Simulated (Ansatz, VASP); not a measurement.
## Two plane-wave programs on Sb

File POSCAR:

```
Sb
1.0
    2.1706020527      1.2531976795      3.8710910875
   -2.1706020527      1.2531976795      3.8710910875
    0.0000000000     -2.5063953589      3.8710910875
Sb
2
Direct
    0.2313018333      0.2313018333      0.2313018333
    0.7686981667      0.7686981667      0.7686981667
```

The input INCAR.step1:

```
PREC = Accurate
ENCUT = 520
ISMEAR = -1
SIGMA = 0.03
LREAL = False
LASPH = True
NELM = 60
NBANDS = 12
GGA = PE
ALGO = Normal
EDIFF = 1E-4
LWAVE = True
LCHARG = False
```

File INCAR.step2:

```
PREC = Accurate
ENCUT = 520
EDIFF = 1E-6
ISMEAR = -1
SIGMA = 0.03
LREAL = False
LASPH = True
NELM = 60
ALGO = Normal
ISIF = 2
LWAVE = False
LCHARG = True
METAGGA = R2SCAN
LMIXTAU = True
LELF = True
LVHAR = True
NBANDS = 12
ISTART = 1
```

File KPOINTS:

```
regular mesh
0
Gamma
  9 9 9
```

Input for Ansatz:

```yaml
crystal:
  lattice:
    - [2.1706020527, 1.2531976795, 3.8710910875]
    - [-2.1706020527, 1.2531976795, 3.8710910875]
    - [0.0, -2.5063953589, 3.8710910875]
  atoms:
    - { symbol: Sb, position: [0.2313018333, 0.2313018333, 0.2313018333] }
    - { symbol: Sb, position: [0.7686981667, 0.7686981667, 0.7686981667] }
hamiltonian:
  xc: r2scan
  pseudopotentials:
    kind: paw
    azcp:
      Sb: "pseudopotentials/Sb.paw.azcp"
basis:
  ecutwfc: 500
  fft_grid_basis: typed
kpoints:
  mp_grid: { grid: [9, 9, 9], shift: [0, 0, 0] }
magnetization:
  spin_polarized: false
scf:
  occupations: { method: fermi_dirac, width: 0.03 }
  lower_state_search: "off"
output:
  stress: true
```

Alike in both runs: task single point; functional r2SCAN; k mesh 9 × 9 × 9; occupations fermi-dirac, width 0.03 eV; no spin polarisation.

|  | VASP | Ansatz |
| --- | --- | --- |
| version | VASP 6.6.1 | Ansatz 0.2.0 |
| potentials or method | VASP PAW PBE potentials, release 64 (Sb), cutoff 520 eV | plane waves (500 eV) with PAW, scalar-relativistic |
| valence electrons in the cell | 10 | 30 |

Ansatz gave:

| Property | Result |
| --- | --- |
| pressure (GPa) | 0.0 |
| traceless stress, the component that is largest in VASP (GPa) | -0.05 |

**Question.** What did VASP give for the same quantities?

**Answer.** Pressure (GPa): 0.1; traceless stress, the component that is largest in VASP (GPa): -0.09.

VASP's potentials were made for PBE, not for r2SCAN. VASP's potentials hold 10 valence electrons a cell and Ansatz's 30, so a difference there can come from the potentials and not from the codes.

Neither program's run includes spin-orbit coupling.
